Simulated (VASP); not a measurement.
A run of VASP 6.6.1:

INCAR

```
  ALGO = Normal
  EDIFF = 1E-6
  ENCUT = 520
  GGA = PS
  ISIF = 2
  ISMEAR = 0
  ISYM = 0
  LASPH = T
  LCHARG = F
  LREAL = Auto
  LWAVE = F
  NBANDS = 107
  NELM = 100
  PREC = Accurate
  SIGMA = 0.1
```

KPOINTS

```
Automatic mesh
0
Gamma
  2 2 2
  0.5 0.5 0.5
```

The input POSCAR:

```
Ga5Cu10Au
1.0
    5.8852582286      0.0002653139     -0.0556606742
    0.0002653139      5.5183113939      0.0009710963
   -0.0556606742      0.0009710963      6.3280090455
Cu Ga Au
10 5 1
Direct
    0.9701851668      0.9962622861      0.0414297491
    0.5279216264     -0.0122159120      0.9700532311
    0.9700230958      0.5031260155      1.0412446230
    1.0336825320      0.9898782497      0.4563689218
    0.2851323087      0.2498366518      0.2132395345
    0.5282571699      0.5118387544      0.9698295961
    1.0334893011      0.5095984423      0.4564875739
    0.2286762655      0.2500086795      0.7992410979
    0.7046029107      0.7498346641      0.2870194134
    0.2130271881      0.7500820081      0.7825666368
    0.4502685229      0.0004448198      0.5346685344
    0.7233916360      0.2498026242      0.2603185739
    0.2736026955      0.7494671578      0.1993952615
    0.4503628419      0.4992838257      0.5347961357
    0.7986444572      0.7495560303      0.7295684320
    0.7884013669      0.2492724860      0.7206491309
```

Potentials or basis: VASP PAW PBE potentials, release 64 (Cu, Ga_d, Au).

The run is started by

```console
$ cat potpaw_PBE.64/Cu/POTCAR potpaw_PBE.64/Ga_d/POTCAR potpaw_PBE.64/Au/POTCAR > POTCAR
$ mpirun -np 1 vasp_std > vasp.out
```

Hardware: 1 thread of Intel(R) Xeon(R) 6975P-C (Granite Rapids), with other jobs on the host.

Task: Estimate the wall time of this run.

Result: Wall time 110 s on 1 thread of Intel(R) Xeon(R) 6975P-C (Granite Rapids) (shared host), peak memory 0.33 GiB. Counts: scf iterations 20, k points 4.
